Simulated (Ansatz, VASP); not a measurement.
## One calculation of HfH6, two programs

```
Hf H
1.0
     4.91010    0.00000    0.00000
     0.00000    4.91010    0.00000
     0.00000    0.00000    2.76879
Hf H
1 6
Direct
  0.00000 0.00000 0.00000
  0.09065 0.69146 0.50000
  0.90935 0.30854 0.50000
  0.30854 0.09065 0.50000
  0.69146 0.90935 0.50000
  0.00000 0.50000 0.50000
  0.50000 0.00000 0.50000
```

Alike in both runs: functional PBE; k mesh 8 × 8 × 14; occupations gaussian, width 0.1 eV; no spin polarisation.

Ansatz relaxed the structure, and its values are those at the end. VASP's run is a single point on that final structure, the one shown.

```csv
,VASP,Ansatz
version,VASP 6.6.1,Ansatz 0.2.0
potentials or method,"VASP PAW PBE potentials, release 64 (Hf_pv, H), cutoff 520 eV","scalar-relativistic, plane waves, PAW"
valence electrons in the cell,16,32
```

|  | VASP | Ansatz | Ansatz less VASP |
| --- | --- | --- | --- |
| gap on the k mesh at the Fermi level (eV) | none | none | - |
| pressure (GPa) | -0.4 | 0.0 | +0.45 |
| rms of the force components (eV/Å) | 0.004 | 0.000 | -0.0037 |

A gap of «none» marks a metal or a gap that the smearing closes. The functional is the same, so the differences come from potentials, cutoffs and numerics. VASP's potentials hold 16 valence electrons a cell and Ansatz's 32, so a difference there can come from the potentials and not from the codes.

Spin-orbit coupling is off throughout.
